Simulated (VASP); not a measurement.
**PbSe: single point with PBE**

PbSe, a slab with vacuum:

```
Pb Se
1.0
     4.41489    0.00000    0.00000
    -0.01031    4.41488    0.00000
    -2.20229   -2.20744   12.00080
Pb Se
2 2
Cartesian
  2.2178 2.1941 7.4713
  -0.0708 0.0675 4.5807
  -0.1264 0.0790 7.5038
  2.1602 2.2009 4.5453
```

This cell differs from its parent crystal: atoms moved at random.

```json
{
  "Program": "VASP 6.6.1",
  "Task": "single point",
  "Functional": "PBE",
  "Potentials or basis": "VASP PAW PBE potentials, release 64 (Pb_d, Se)",
  "Cutoff": "520 eV",
  "k mesh": "6 × 6 × 3",
  "Occupations": "fermi-dirac, width 0.05 eV",
  "Spin": "no spin polarisation",
  "Dipole correction": "no",
  "Further INCAR settings": "ALGO = Normal; EDIFF = 1e-07; NBANDS = 28"
}
```

The largest force is 0.360 eV/Å and the band gap on the k mesh is 1.51 eV, direct.

Forces on the atoms (eV/Å):
```
Pb  -0.066  0.050 -0.350
Pb   0.021 -0.024  0.345
Se   0.106 -0.095 -0.250
Se  -0.062  0.068  0.254
```

Levels at points of the mesh, in eV from the valence-band top:
```tsv
k point	band 17	band 18	band 19	band 20	band 21	band 22	band 23	band 24
(0.00, 0.00, 0.00)	-2.20	-1.34	-1.33	-0.44	2.00	3.77	4.37	4.72
(0.50, 0.00, 0.00)	-0.95	-0.77	-0.08	0.00	1.51	1.56	2.45	2.65
(0.00, 0.50, 0.00)	-0.94	-0.77	-0.09	0.00	1.51	1.59	2.45	2.64
(0.50, 0.50, 0.00)	-2.71	-2.68	-1.32	-1.29	3.39	3.43	5.16	5.18
```

It took 3.7 min on 1 thread of Intel(R) Xeon(R) 6975P-C (Granite Rapids), with other jobs on the host, peak memory 0.53 GiB.

Caveat: the cell differs from its parent crystal (atoms moved at random); spin-orbit coupling is left out, which moves the levels of the heavy elements.
